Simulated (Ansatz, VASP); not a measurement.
## Ca: VASP beside Ansatz

File INCAR:

```
ALGO = Normal
EDIFF = 1E-6
ENCUT = 500
GGA = PE
GGA_COMPAT = False
ISIF = 2
ISMEAR = 0
LASPH = True
LCHARG = False
LREAL = False
LWAVE = False
NBANDS = 11
NELM = 120
PREC = Accurate
SIGMA = 0.1
```

File KPOINTS:

```
k-points
0
Gamma
  6 6 6
```

File POSCAR:

```
Ca
1.0
   -2.2871024651      2.2871024651      2.2871024651
    2.2871024651     -2.2871024651      2.2871024651
    2.2871024651      2.2871024651     -2.2871024651
Ca
1
Direct
    0.0000000000      0.0000000000      0.0000000000
```

Input for Ansatz:

```yaml
crystal:
  lattice:
    - [-2.2871024651, 2.2871024651, 2.2871024651]
    - [2.2871024651, -2.2871024651, 2.2871024651]
    - [2.2871024651, 2.2871024651, -2.2871024651]
  atoms:
    - { symbol: Ca, position: [0.0, 0.0, 0.0] }
basis:
  ecutwfc: 420
kpoints:
  mp_grid: { grid: [6, 6, 6] }
hamiltonian:
  xc: pbe
scf:
  occupations: { method: gaussian, width: 0.1 }
output:
  forces: true
  stress: true
  eigenvalues: true
```

Alike in both runs: task single point; functional PBE; k mesh 6 × 6 × 6; occupations gaussian, width 0.1 eV; no spin polarisation.

|  | VASP | Ansatz |
| --- | --- | --- |
| version | VASP 6.6.1 | Ansatz 0.2.0 |
| potentials or method | VASP PAW PBE potentials, release 64 (Ca_sv), cutoff 500 eV | scalar-relativistic, plane waves, PAW |
| valence electrons in the cell | 10 | 10 |

```csv
,VASP,Ansatz,Ansatz less VASP
gap on the k mesh at the Fermi level (eV),none,none,-
pressure (GPa),-1.7,-1.7,-0.01
```

A gap of «none» marks a metal or a gap that the smearing closes.
